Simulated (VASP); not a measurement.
**BN: single point with PBE**

BN:

```xyz
2
Lattice="0.0000 3.2929 2.1633 1.2510 0.0000 2.1633 1.2510 3.2929 0.0000" Properties=species:S:1:pos:R:3 pbc="T T T"
B     1.2510    3.2929    0.0005
N     1.2510    3.2929    2.8840
```

```json
{"Program": "VASP 6.6.1", "Task": "single point", "Functional": "PBE", "Potentials or basis": "VASP PAW PBE potentials, release 64 (B, N)", "Cutoff": "520 eV", "k mesh": "12 × 12 × 12", "Occupations": "gaussian, width 0.01 eV", "Spin": "no spin polarisation", "Dipole correction": "no", "Further INCAR settings": "ALGO = Normal; EDIFF = 1e-07; NBANDS = 11"}
```

| Item | Value |
| --- | --- |
| Pressure | 4.7 GPa |
| Largest force | 0.003 eV/Å |
| Band gap on the k mesh | 3.59 eV, indirect (least direct gap 4.54 eV) |

Forces in eV/Å, atoms in the order of the input:
```
B    0.000  0.000  0.003
N    0.000  0.000 -0.003
```

Stress tensor (GPa, compression positive):
```
5.32 0.00 0.00
0.00 3.39 0.00
0.00 0.00 5.40
```

Levels at points of the mesh, in eV from the valence-band top:
| k point | band 1 | band 2 | band 3 | band 4 | band 5 | band 6 | band 7 | band 8 | band 9 |
| --- | --- | --- | --- | --- | --- | --- | --- | --- | --- |
| (0.00, 0.00, 0.00) | -17.98 | -4.22 | -1.44 | -1.44 | 5.15 | 11.49 | 11.59 | 13.10 | 14.73 |
| (0.50, 0.00, 0.00) | -14.72 | -9.04 | -4.25 | -1.06 | 4.57 | 9.86 | 13.63 | 16.32 | 20.46 |
| (0.50, 0.50, 0.00) | -14.79 | -9.18 | -4.24 | -0.36 | 6.06 | 9.42 | 12.41 | 14.11 | 19.84 |
| (0.50, 0.00, 0.50) | -17.67 | -6.41 | -1.48 | -1.43 | 10.22 | 11.42 | 11.53 | 12.32 | 16.54 |
| (0.00, 0.50, 0.50) | -14.62 | -8.88 | -4.31 | -1.68 | 3.59 | 9.84 | 14.94 | 19.12 | 20.77 |

Wall time 40 s on 1 thread of AMD EPYC 9R45 96-Core Processor (Zen 5) (shared host), peak memory 0.15 GiB.

A k mesh can miss the band edges.
